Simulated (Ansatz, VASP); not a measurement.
Two plane-wave programs on MgF2

```
Mg F
1.0
     4.61520    0.00000    0.00000
     0.00000    4.61520    0.00000
     0.00000    0.00000    3.04778
Mg F
2 4
Cartesian
  2.3076 2.3076 1.5239
  0.0000 0.0000 0.0000
  3.2172 3.2172 0.0000
  3.7056 0.9096 1.5239
  1.3980 1.3980 0.0000
  0.9096 3.7056 1.5239
```

Alike in both runs: task relaxation of the atoms; functional PBE; k mesh 7 × 7 × 11; occupations fermi-dirac, width 0.01 eV; no spin polarisation.

```csv
,VASP,Ansatz
version,VASP 6.6.1,Ansatz 0.2.0
potentials or method,"VASP PAW PBE potentials, release 64 (Mg, F)","plane-wave PAW, scalar-relativistic"
plane-wave cutoff (eV),520,420
valence electrons in the cell,32,48
```

VASP gave:

| Item | Value |
| --- | --- |
| gap on the k mesh at the Fermi level, each at its own relaxed structure (eV) | 7.13 |

Problem. Which values does Ansatz return?

Solution. gap on the k mesh at the Fermi level, each at its own relaxed structure (eV): 7.17.

VASP's potentials hold 32 valence electrons a cell and Ansatz's 48, so a difference there can come from the potentials and not from the codes. Ansatz's warnings: stress scf threshold loose.
